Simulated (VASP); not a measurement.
Set up this calculation in VASP 6.6.1, as the native input.

```
Task                   : single point
Functional             : PBE
Potentials or basis    : VASP PAW PBE potentials, release 64 (K_sv, Cd)
Cutoff                 : 520 eV
k mesh                 : 9 × 9 × 9
Occupations            : gaussian, width 0.05 eV
Spin                   : no spin polarisation
Dipole correction      : no
Further INCAR settings : ALGO = Normal; EDIFF = 1e-06; NBANDS = 18
```

The structure of KCd (CsCl type) lies in POSCAR:

```
KCd
1.0
    4.3413430768      0.0000000000      0.0000000000
    0.0000000000      4.3413430768      0.0000000000
    0.0000000000      0.0000000000      4.3413430768
K Cd
1 1
Direct
    0.0000000000      0.0000000000      0.0000000000
    0.5000000000      0.5000000000      0.5000000000
```

The input as run:

INCAR

```
SYSTEM = KCd
ALGO = Normal
EDIFF = 1E-6
ENCUT = 520
GGA = PE
ISIF = 2
ISMEAR = 0
LASPH = .TRUE.
LCHARG = .FALSE.
LREAL = .FALSE.
LWAVE = .FALSE.
NBANDS = 18
NELM = 60
PREC = Accurate
SIGMA = 0.05
```

KPOINTS

```
k-points
0
G
  9 9 9
  0 0 0
```

Potentials or basis: VASP PAW PBE potentials, release 64 (K_sv, Cd).

The run is started by

```bash
$ cat potpaw_PBE.64/K_sv/POTCAR potpaw_PBE.64/Cd/POTCAR > POTCAR
$ mpirun -np 1 vasp_std > vasp.out
```

Results of the run:

The pressure is 0.0 GPa.

Wall time 18 s on 1 thread of Intel(R) Xeon(R) 6975P-C (Granite Rapids), with other jobs on the host, peak memory 0.2 GiB.
